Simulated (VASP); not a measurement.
# Si (a cell with a defect) in VASP: a series of runs, part 2 of 2

VASP 6.6.1. The steps go on from the part before.

### Step 3. Single point, PBEsol

The input, INCAR:

```
SYSTEM = Si
ALGO     = Normal         ! electronic algorithm
EDIFF    = 1E-7           ! SCF threshold, eV
ENCUT    = 520            ! plane-wave cutoff, eV
GGA      = PS             ! functional
ISIF     = 2              ! what is computed and relaxed
ISMEAR   = 0              ! smearing method
LASPH    = .True.         ! aspherical terms in the spheres
LCHARG   = .True.         ! write CHGCAR
LELF     = .True.         ! ELF
LREAL    = Auto         
LVHAR    = .True.       
LWAVE    = .False.        ! write WAVECAR
NBANDS   = 48             ! bands
NELM     = 80             ! most SCF steps
PREC     = Accurate       ! precision mode
SIGMA    = 0.02           ! smearing width, eV
```

The input, KPOINTS:

```
k-points
0
Gamma
  2 2 2
  0 0 0
```

The input, POSCAR:

```
Si
1.0
    0.0000000000      5.4300000000      5.4300000000
    5.4300000000      0.0000000000      5.4300000000
    5.4300000000      5.4300000000      0.0000000000
Si
17
Direct
   -0.0256394107     -0.0257290976      0.0771863720
    0.1320514733      0.1321153775      0.1281474217
    0.0182750460      0.0184980663      0.5026282689
    0.1016770718      0.1016374770      0.6951571823
    0.0077417127      0.5033319521     -0.0143286372
    0.1320980663      0.6077765193      0.1280925414
    0.0183465009      0.4606875691      0.5025691529
    0.1385327808      0.6242410681      0.6130721915
    0.5032926335      0.0077966851     -0.0142025783
    0.6078698895      0.1320135359      0.1282319521
    0.4607801105      0.0183351750      0.5027220994
    0.6242070902      0.1385477901      0.6131765193
    0.5033386740      0.5032359116     -0.0142511971
    0.6368681400      0.6369058932      0.0894362799
    0.5125372928      0.5125466851      0.4624757827
    0.6242407919      0.6241894107      0.6131330571
    0.8357632597      0.8355958564      0.4931172192
```

Potentials or basis: VASP PAW PBE potentials, release 64 (Si).

Launch:

```
cat potpaw_PBE.64/Si/POTCAR > POTCAR
mpirun -np 1 vasp_std > vasp.out
```

OUTCAR:

```text
SYSTEM = Si
   EDIFF = 1E-7
   ENCUT = 520
   GGA = PS
   ISIF = 2
   ISMEAR = 0
   LASPH = .True.
   LREAL = Auto
   NELM = 80
   PREC = Accurate

 ion  position               nearest neighbor table
   1  0.974  0.974  0.077-  10 2.35   2 2.35   6 2.35   4 2.40  17 2.61
   2  0.132  0.132  0.128-   5 2.33   9 2.33   1 2.35   3 2.35
   3  0.018  0.018  0.503-   4 2.30   2 2.35  17 2.47  12 2.48   8 2.48
   4  0.102  0.102  0.695-   7 2.30   3 2.30  11 2.30   1 2.40
   5  0.008  0.503  0.986-  14 2.33   2 2.33   6 2.33   8 2.34
   6  0.132  0.608  0.128-   5 2.33  13 2.33   1 2.35   7 2.35
   7  0.018  0.461  0.503-   4 2.30   6 2.35  17 2.47  16 2.48   8 2.48
   8  0.139  0.624  0.613-   5 2.34  15 2.35  17 2.40   7 2.48   3 2.48
   9  0.503  0.008  0.986-  14 2.33  10 2.33   2 2.33  12 2.34
  10  0.608  0.132  0.128-  13 2.33   9 2.33   1 2.35  11 2.35
  11  0.461  0.018  0.503-   4 2.30  10 2.35  17 2.47  12 2.48  16 2.48
  12  0.624  0.139  0.613-   9 2.34  15 2.35  17 2.40   3 2.48  11 2.48
  13  0.503  0.503  0.986-  14 2.33  10 2.33   6 2.33  16 2.34
  14  0.637  0.637  0.089-   5 2.33  13 2.33   9 2.33  15 2.34
  15  0.513  0.513  0.462-  14 2.34   8 2.35  12 2.35  16 2.35
  16  0.624  0.624  0.613-  13 2.34  15 2.35  17 2.40   7 2.48  11 2.48
[... 210 lines left out ...]
      3      -3.6401      2.00000
      4      -3.6398      2.00000
      5      -3.4528      2.00000
      6      -2.7803      2.00000
[... 381 lines left out ...]
     45      10.1765      0.00000
     46      10.2958      0.00000
 [bands above 46 left out]

------------------------ aborting loop because EDIFF is reached ----------------------------------------

  FORCE on cell =-STRESS in cart. coord.  units (eV):
  Direction    XX          YY          ZZ          XY          YZ          ZX
  --------------------------------------------------------------------------------------
  -------------------------------------------------------------------------------------
  Total        4.7782596      4.8107903      4.7870217     -1.0622109      1.0659708      1.0509065
  in kB       23.9084179     24.0711878     23.9522597     -5.3148602      5.3336732      5.2582976
  external PRESSURE =      23.9772885 kB  Pullay stress =       0.0000000 kB

 VOLUME and BASIS-vectors are now :
 -----------------------------------------------------------------------------
  energy-cutoff  :      520.00
  volume of cell :      320.21
      direct lattice vectors                 reciprocal lattice vectors
     0.000000000  5.430000000  5.430000000    -0.092081031  0.092081031  0.092081031
     5.430000000  0.000000000  5.430000000     0.092081031 -0.092081031  0.092081031
     5.430000000  5.430000000  0.000000000     0.092081031  0.092081031 -0.092081031

 POSITION                                       TOTAL-FORCE (eV/Angst)
 -----------------------------------------------------------------------------------
      5.70941      5.70990     10.58107         0.005143      0.005682     -0.005339
      1.41323      1.41288      1.43443        -0.000189      0.000117      0.006013
      2.82972      2.82850      0.19968         0.005185      0.008009      0.013373
      4.32659      4.32681      1.10400         0.008571      0.008950     -0.009296
      8.08529      5.39423      2.77513         0.003745     -0.008919     -0.003387
      3.99577      1.41283      4.01752        -0.005731      0.000129      0.000373
[... 9 lines left out ...]
      6.71866      6.71894      6.77898         0.007211      0.005180      0.009877
      7.21491      7.21582      9.07548        -0.032234     -0.034537      0.033145
 -----------------------------------------------------------------------------------
    total drift:                               -0.002845     -0.002453      0.003871

  FREE ENERGIE OF THE ION-ELECTRON SYSTEM (eV)
  ---------------------------------------------------
  free  energy   TOTEN  =       -93.6631581132 eV

  energy  without entropy=      -93.6593010747  energy(sigma->0) =      -93.66122959
```

Run time: 3.5 min. Hardware: 1 thread of Intel Xeon Platinum 8488C (Sapphire Rapids), shared host; peak memory 0.47 GiB.

What came out:

| Item | Value |
| --- | --- |
| Free energy | -93.6632 eV |
| Pressure | 2.4 GPa |
| Largest force | 0.058 eV/Å |
| Band gap on the k mesh | zero (bands 34 and 35 overlap by 0.07 eV) |

Forces in eV/Å, atoms in the order of the input:
```
Si   0.005  0.006 -0.005
Si   0.000  0.000  0.006
Si   0.005  0.008  0.013
Si   0.009  0.009 -0.009
Si   0.004 -0.009 -0.003
Si  -0.006  0.000  0.000
Si  -0.013  0.008 -0.005
Si   0.006 -0.008 -0.005
Si  -0.010  0.003 -0.004
Si   0.000 -0.007 -0.001
Si   0.006 -0.014 -0.007
Si  -0.011  0.006 -0.007
Si   0.004  0.003  0.010
Si   0.017  0.016 -0.016
Si   0.010  0.009 -0.010
Si   0.007  0.005  0.010
Si  -0.032 -0.035  0.033
```

Caveat: the k points lie up to 0.50 Å⁻¹ apart; the PAW data sets were made with another functional, which shifts forces and pressure a little.

### Step 4. Single point, PBEsol

The input, INCAR:

```
SYSTEM = Si
PREC = Accurate ; ENCUT = 520
EDIFF = 1E-7 ; ISMEAR = 0
SIGMA = 0.02 ; LREAL = Auto
LASPH = .TRUE. ; NELM = 100
ALGO = Normal ; ISIF = 2
LWAVE = .FALSE. ; LCHARG = .TRUE.
GGA = PS ; LELF = .TRUE.
LVHAR = .TRUE. ; NBANDS = 48
```

The input, KPOINTS:

```
Automatic mesh
0
G
  2 2 2
  0 0 0
```

The input, POSCAR:

```
Si
1.0
    0.0000000000      5.4300000000      5.4300000000
    5.4300000000      0.0000000000      5.4300000000
    5.4300000000      5.4300000000      0.0000000000
Si
17
Direct
   -0.0118373849     -0.0117596685      0.0354850829
    0.1213073665      0.1215333333      0.1399342541
    0.0003903315      0.0005542357      0.5125127993
    0.1124553407      0.1125846225      0.6625400552
    0.0168746777      0.4927420810     -0.0022404236
    0.1214032228      0.6173413444      0.1398603131
    0.0004271639      0.4867118785      0.5124557090
    0.1640182320      0.6063767956      0.6232368324
    0.4925352670      0.0171089319     -0.0021197974
    0.6172794659      0.1214886740      0.1399772560
    0.4865802947      0.0005274401      0.5125504604
    0.6062436464      0.1642574586      0.6233607735
    0.4926377532      0.4926965009     -0.0021931860
    0.6503213628      0.6505495396      0.0488230203
    0.5230189687      0.5232165746      0.4307734807
    0.6064021179      0.6063050645      0.6232860958
    0.7887119705      0.7890475138      0.6335167587
```

Launch:

```
cat potpaw_PBE.64/Si/POTCAR > POTCAR
mpirun -np 1 vasp_std > vasp.out
```

Wall time 3.3 min (1 thread of Intel Xeon Platinum 8488C (Sapphire Rapids), shared host); peak memory 0.46 GiB.

Results (log left out):

| Item | Value |
| --- | --- |
| Free energy | -93.6638 eV |
| Pressure | 2.4 GPa |
| Largest force | 0.053 eV/Å |
| Band gap on the k mesh | zero (bands 34 and 35 overlap by 0.07 eV) |

Forces in eV/Å, atoms in the order of the input:
```
Si  -0.015 -0.015  0.014
Si  -0.003 -0.002 -0.008
Si  -0.004 -0.003 -0.009
Si  -0.011 -0.011  0.011
Si   0.000  0.003  0.001
Si   0.008 -0.003  0.003
Si   0.011 -0.004  0.005
Si  -0.002  0.012  0.004
Si   0.001  0.000  0.001
Si  -0.003  0.007  0.002
Si  -0.004  0.008  0.003
Si   0.011 -0.004  0.003
Si   0.000  0.000 -0.003
Si  -0.005 -0.005  0.005
Si  -0.010 -0.010  0.010
Si  -0.002 -0.005 -0.011
Si   0.027  0.032 -0.031
```

Stress tensor (GPa, compression positive):
```
 2.39 -0.52  0.52
-0.52  2.41  0.53
 0.52  0.53  2.41
```

Levels at points of the mesh, in eV from the Fermi level:
```tsv
k point	band 31	band 32	band 33	band 34	band 35	band 36	band 37	band 38
(0.00, 0.00, 0.00)	-1.10	-0.65	-0.65	-0.42	-0.06	-0.06	0.25	0.25
(0.50, 0.00, 0.00)	-1.32	-1.28	-0.80	-0.17	0.21	0.68	0.91	1.04
(0.00, 0.50, 0.00)	-1.32	-1.28	-0.80	-0.16	0.21	0.68	0.91	1.04
(0.00, 0.00, 0.50)	-1.30	-1.23	-1.23	-0.25	0.36	0.36	1.19	1.19
(0.50, 0.50, 0.50)	-1.32	-1.28	-0.80	-0.16	0.21	0.68	0.91	1.04
(0.50, 0.50, 0.00)	-1.81	-1.63	-0.73	0.01	0.40	1.30	1.48	1.59
(0.00, 0.50, 0.50)	-1.81	-1.63	-0.73	0.01	0.40	1.30	1.48	1.59
(0.50, 0.00, 0.50)	-1.81	-1.63	-0.73	0.01	0.40	1.30	1.48	1.59
```

Caveat: the k points lie up to 0.50 Å⁻¹ apart; the PAW data sets were made with another functional, which shifts forces and pressure a little.

### Step 5. Single point, PBEsol

The input, INCAR:

```
SYSTEM = Si
PREC = Accurate ; ENCUT = 520
EDIFF = 1E-6 ; ISMEAR = 0
SIGMA = 0.02 ; LREAL = Auto
LASPH = .True. ; NELM = 100
ALGO = Normal ; ISIF = 2
LWAVE = .False. ; LCHARG = .False.
GGA = PS ; NBANDS = 48
```

The input, KPOINTS:

```
regular mesh
0
Gamma
  2 2 2
  0 0 0
```

The input, POSCAR:

```
Si
1.0
    0.0000000000      5.4300000000      5.4300000000
    5.4300000000      0.0000000000      5.4300000000
    5.4300000000      5.4300000000      0.0000000000
Si
17
Direct
   -0.0077232965     -0.0075558932      0.0230034070
    0.1235511971      0.1238348066      0.1339368324
    0.0031776243      0.0034494475      0.5058273481
    0.1168218232      0.1170404236      0.6493043278
    0.0099890424      0.4958741252     -0.0015866483
    0.1236372928      0.6188453959      0.1338540516
    0.0032415285      0.4877380295      0.5057551565
    0.1454039595      0.6175415285      0.6196120626
    0.4955948435      0.0102248619     -0.0014027624
    0.6186770718      0.1238034070      0.1339735727
    0.4875408840      0.0034226519      0.5058616943
    0.6172677716      0.1457097606      0.6197821363
    0.4956988950      0.4958377532     -0.0015290976
    0.6368813076      0.6371494475      0.0890746777
    0.5131712707      0.5134756906      0.4601639042
    0.6174181400      0.6174897790      0.6196673112
    0.7668154696      0.7671790055      0.6991591160
```

Potentials or basis: VASP PAW PBE potentials, release 64 (Si).

Launch:

```
cat potpaw_PBE.64/Si/POTCAR > POTCAR
mpirun -np 1 vasp_std > vasp.out
```

OUTCAR:

```text
SYSTEM = Si
   PREC = Accurate
   ENCUT = 520
   EDIFF = 1E-6
   ISMEAR = 0
   LREAL = Auto
   LASPH = .True.
   NELM = 100
   ISIF = 2
   GGA = PS

 ion  position               nearest neighbor table
   1  0.992  0.992  0.023-   4 2.34  10 2.34   2 2.34   6 2.34
   2  0.124  0.124  0.134-   3 2.33   9 2.33   5 2.33   1 2.34
   3  0.003  0.003  0.506-   4 2.33   2 2.33  12 2.42   8 2.42  17 2.59
   4  0.117  0.117  0.649-   7 2.33   3 2.33  11 2.33   1 2.34
   5  0.010  0.496  0.998-   2 2.33   6 2.33  14 2.35   8 2.38  17 2.95
   6  0.124  0.619  0.134-   7 2.33  13 2.33   5 2.33   1 2.34
   7  0.003  0.488  0.506-   4 2.33   6 2.33  16 2.42   8 2.42  17 2.59
   8  0.145  0.618  0.620-  15 2.32   5 2.38  17 2.39   7 2.42   3 2.42
   9  0.496  0.010  0.999-  10 2.33   2 2.33  14 2.35  12 2.38  17 2.95
  10  0.619  0.124  0.134-  11 2.33   9 2.33  13 2.33   1 2.34
  11  0.488  0.003  0.506-   4 2.33  10 2.33  12 2.42  16 2.42  17 2.59
  12  0.617  0.146  0.620-  15 2.32   9 2.38  17 2.39   3 2.42  11 2.42
  13  0.496  0.496  0.998-  10 2.33   6 2.33  14 2.35  16 2.38  17 2.95
  14  0.637  0.637  0.089-  15 2.33   9 2.35  13 2.35   5 2.35  17 2.44
  15  0.513  0.513  0.460-   8 2.32  16 2.32  12 2.32  14 2.33
  16  0.617  0.617  0.620-  15 2.32  13 2.38  17 2.39   7 2.42  11 2.42
  17  0.767  0.767  0.699-  12 2.39  16 2.39   8 2.39  14 2.44  11 2.59   3 2.59   7 2.59   5 2.95
                            13 2.95   9 2.95

  LATTYP: Found a face centered cubic cell.
 ALAT       =    10.8600000000

  Lattice vectors:

 A1 = (   0.0000000000,   5.4300000000,   5.4300000000)
 A2 = (   5.4300000000,   0.0000000000,   5.4300000000)
 A3 = (   5.4300000000,   5.4300000000,   0.0000000000)

Analysis of symmetry for initial positions (statically):
=====================================================================
 Subroutine PRICEL returns:
 Original cell was already a primitive cell.

 Routine SETGRP: Setting up the symmetry group for a
 face centered cubic supercell.

 Subroutine GETGRP returns: Found  1 space group operations
 (whereof  1 operations were pure point group operations)
 out of a pool of 48 trial point group operations.

The static configuration has the point symmetry C_1 .

[... 153 lines left out ...]
   IVDW    =     0    specifies the selected vdW correction
   LEPSILON=     F    determine dielectric tensor
   LRPA    =     F    only Hartree local field effects (RPA)
 non-spin polarized calculation
 Gauss-broadening in eV      SIGMA  =   0.02
  energy-cutoff  :      520.00
  volume of cell :      320.21
 maximum number of plane-waves:      8646
 NGX is ok and might be reduce to    60
   NGX = 29   NGY = 29   NGZ = 29

 number of electron      68.0000000 magnetization

 Free energy of the ion-electron system (eV)
  ---------------------------------------------------
  ext. energy  EPLUGINS =         0.00000000
  ---------------------------------------------------
  free energy    TOTEN  =       -93.81406093 eV

  energy without entropy =      -93.81020431  energy(sigma->0) =      -93.81213262

 E-fermi :   6.7788     XC(G=0):  -9.8122

 val. band max:        6.6401629272   @ k =   0.0000   0.0000   0.0000
 cond. band min:       6.7845996186   @ k =   0.0000   0.5000   0.5000
 fundamental gap:      0.1444366914
 Fermi energy:         6.7787912697

 k-point     1 :       0.0000    0.0000    0.0000
  band No.  band energies     occupation
      1      -6.3655      2.00000
      2      -3.8713      2.00000
      3      -3.6837      2.00000
      4      -3.6836      2.00000
      5      -3.5812      2.00000
      6      -2.8170      2.00000
[... 381 lines left out ...]
     45      10.0356      0.00000
     46      10.2258      0.00000
 [bands above 46 left out]

------------------------ aborting loop because EDIFF is reached ----------------------------------------

  FORCE on cell =-STRESS in cart. coord.  units (eV):
  Direction    XX          YY          ZZ          XY          YZ          ZX
  --------------------------------------------------------------------------------------
  -------------------------------------------------------------------------------------
  Total        6.3409596      6.3616265      6.3566535     -0.4859708      0.4817832      0.4863656
  in kB       31.7275171     31.8309252     31.8060425     -2.4315950      2.4106420      2.4335706
  external PRESSURE =      31.7881616 kB  Pullay stress =       0.0000000 kB

 VOLUME and BASIS-vectors are now :
 -----------------------------------------------------------------------------
  energy-cutoff  :      520.00
  volume of cell :      320.21
      direct lattice vectors                 reciprocal lattice vectors
     0.000000000  5.430000000  5.430000000    -0.092081031  0.092081031  0.092081031
     5.430000000  0.000000000  5.430000000     0.092081031 -0.092081031  0.092081031
     5.430000000  5.430000000  0.000000000     0.092081031  0.092081031 -0.092081031

 POSITION                                       TOTAL-FORCE (eV/Angst)
 -----------------------------------------------------------------------------------
      5.51388      5.51297     10.77703        -0.035463     -0.036243      0.036183
      1.39970      1.39816      1.34331        -0.021217     -0.020989      0.026656
      2.76537      2.76390      0.03598        -0.023919     -0.024198      0.023273
      4.16125      4.16006      1.26987        -0.041352     -0.040353      0.040586
      8.11398      5.47562      2.74684         0.003173     -0.032918     -0.003281
      4.08716      1.39818      4.03168        -0.026815     -0.020561      0.020846
[... 9 lines left out ...]
      6.71776      6.71737      6.70555         0.017135      0.015710      0.088214
      7.96222      7.96024      8.32959         0.147648      0.149191     -0.149047
 -----------------------------------------------------------------------------------
    total drift:                                0.008468      0.008095     -0.008816

  FREE ENERGIE OF THE ION-ELECTRON SYSTEM (eV)
  ---------------------------------------------------
  free  energy   TOTEN  =       -93.8140609255 eV

  energy  without entropy=      -93.8102043118  energy(sigma->0) =      -93.81213262
```

OSZICAR:

```text
N       E                     dE             d eps       ncg     rms          rms(c)
DAV:   1     0.157318671639E+03    0.15732E+03   -0.26081E+04   768   0.117E+03
DAV:   2    -0.806330413595E+02   -0.23795E+03   -0.22491E+03   936   0.171E+02
DAV:   3    -0.954103031055E+02   -0.14777E+02   -0.14457E+02   976   0.374E+01
DAV:   4    -0.957167725221E+02   -0.30647E+00   -0.30519E+00   952   0.666E+00
DAV:   5    -0.957242330345E+02   -0.74605E-02   -0.74571E-02   968   0.982E-01    0.149E+01
DAV:   6    -0.943663890630E+02    0.13578E+01   -0.97599E-01   896   0.291E+00    0.889E+00
DAV:   7    -0.938109773038E+02    0.55541E+00   -0.13074E+00   888   0.328E+00    0.803E-01
DAV:   8    -0.938140024786E+02   -0.30252E-02   -0.69656E-02   896   0.962E-01    0.448E-01
DAV:   9    -0.938137644281E+02    0.23805E-03   -0.48830E-03   936   0.239E-01    0.203E-01
DAV:  10    -0.938139944974E+02   -0.23007E-03   -0.56539E-04   896   0.819E-02    0.843E-02
DAV:  11    -0.938140572026E+02   -0.62705E-04   -0.89975E-05   920   0.367E-02    0.225E-02
DAV:  12    -0.938140602881E+02   -0.30855E-05   -0.68528E-06   952   0.969E-03    0.745E-03
DAV:  13    -0.938140609255E+02   -0.63741E-06   -0.16510E-06   616   0.471E-03
   1 F= -.93814061E+02 E0= -.93812133E+02  d E =-.385661E-02
```

It took 2.6 min on 1 thread of Intel Xeon Platinum 8488C (Sapphire Rapids), shared host; peak memory 0.46 GiB.

Results:

```
Free energy            : -93.8141 eV
Pressure               : 3.2 GPa
Largest force          : 0.257 eV/Å
Band gap on the k mesh : zero (bands 34 and 35 overlap by 0.14 eV)
```

Forces in eV/Å, atoms in the order of the input:
```
Si  -0.035 -0.036  0.036
Si  -0.021 -0.021  0.027
Si  -0.024 -0.024  0.023
Si  -0.041 -0.040  0.041
Si   0.003 -0.033 -0.003
Si  -0.027 -0.021  0.021
Si  -0.023 -0.024  0.023
Si   0.017 -0.088 -0.016
Si  -0.033  0.003 -0.003
Si  -0.021 -0.027  0.021
Si  -0.024 -0.023  0.024
Si  -0.089  0.016 -0.016
Si   0.003  0.003  0.033
Si   0.090  0.090 -0.090
Si   0.061  0.060 -0.060
Si   0.017  0.016  0.088
Si   0.148  0.149 -0.149
```

Levels at points of the mesh, in eV from the Fermi level:
| k point | band 32 | band 33 | band 34 | band 35 | band 36 | band 37 |
| --- | --- | --- | --- | --- | --- | --- |
| (0.00, 0.00, 0.00) | -0.73 | -0.73 | -0.43 | -0.14 | -0.14 | 0.06 |
| (0.50, 0.00, 0.00) | -1.37 | -1.17 | -0.23 | 0.28 | 0.73 | 0.79 |
| (0.00, 0.50, 0.00) | -1.37 | -1.17 | -0.23 | 0.28 | 0.73 | 0.79 |
| (0.00, 0.00, 0.50) | -1.32 | -1.32 | -0.35 | 0.40 | 0.40 | 1.02 |
| (0.50, 0.50, 0.50) | -1.37 | -1.17 | -0.23 | 0.28 | 0.73 | 0.79 |
| (0.50, 0.50, 0.00) | -1.78 | -0.90 | 0.01 | 0.57 | 1.09 | 1.21 |
| (0.00, 0.50, 0.50) | -1.78 | -0.90 | 0.01 | 0.57 | 1.09 | 1.21 |
| (0.50, 0.00, 0.50) | -1.78 | -0.90 | 0.01 | 0.57 | 1.09 | 1.21 |

Caveat: the k points lie up to 0.50 Å⁻¹ apart; the PAW data sets were made with another functional, which shifts forces and pressure a little.
